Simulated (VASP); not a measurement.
Ti: single point with LDA

Ti:

```
CELL_PARAMETERS angstrom
-1.66562 1.66562 1.64100
1.66562 -1.66562 1.64100
1.66562 1.66562 -1.64100
ATOMIC_POSITIONS crystal
Ti 0.00000 0.00000 0.00000
```

This cell differs from its parent crystal: strain +0.0150 x Voigt [1, 1, 0, 0, 0, 0].

* Program: VASP 6.6.1
* Task: single point
* Functional: LDA
* Potentials or basis: VASP PAW LDA potentials, release 64 (Ti_sv)
* Cutoff: 520 eV
* k mesh: 20 × 20 × 20
* Occupations: gaussian, width 0.15 eV
* Spin: no spin polarisation
* Dipole correction: no
* Further INCAR settings: ALGO = Fast; EDIFF = 1e-06; NBANDS = 12

* Pressure: -13.1 GPa
* Band gap on the k mesh: zero (band 6 reaches 8.27 eV, above the bottom of band 7 at 6.74 eV)

Stress tensor (GPa, compression positive):
```
-12.95   0.00   0.00
  0.00 -12.95   0.00
  0.00   0.00 -13.33
```

Levels at points of the mesh, in eV from the Fermi level:
```
           k point  band 3  band 4  band 5  band 6  band 7  band 8  band 9  band 10
(0.00, 0.00, 0.00)  -32.20  -32.20   -5.77    0.84    0.94    0.94    2.52     2.64
(0.50, 0.00, 0.00)  -32.39  -32.21   -2.33   -0.42    1.14    2.58    2.91     4.01
(0.50, 0.50, 0.00)  -32.39  -32.20   -2.34   -0.30    1.05    2.48    2.85     4.00
(0.50, 0.50, 0.50)  -32.62  -32.60   -1.97   -1.93    3.67    3.67    3.70     7.89
```

Wall time 3.1 min on 1 thread of Intel(R) Xeon(R) Platinum 8259CL CPU @ 2.50GHz (Skylake/Cascade Lake), on a shared host, peak memory 0.24 GiB.

Caveat: the cell differs from its parent crystal (strain +0.0150 x Voigt [1, 1, 0, 0, 0, 0]).
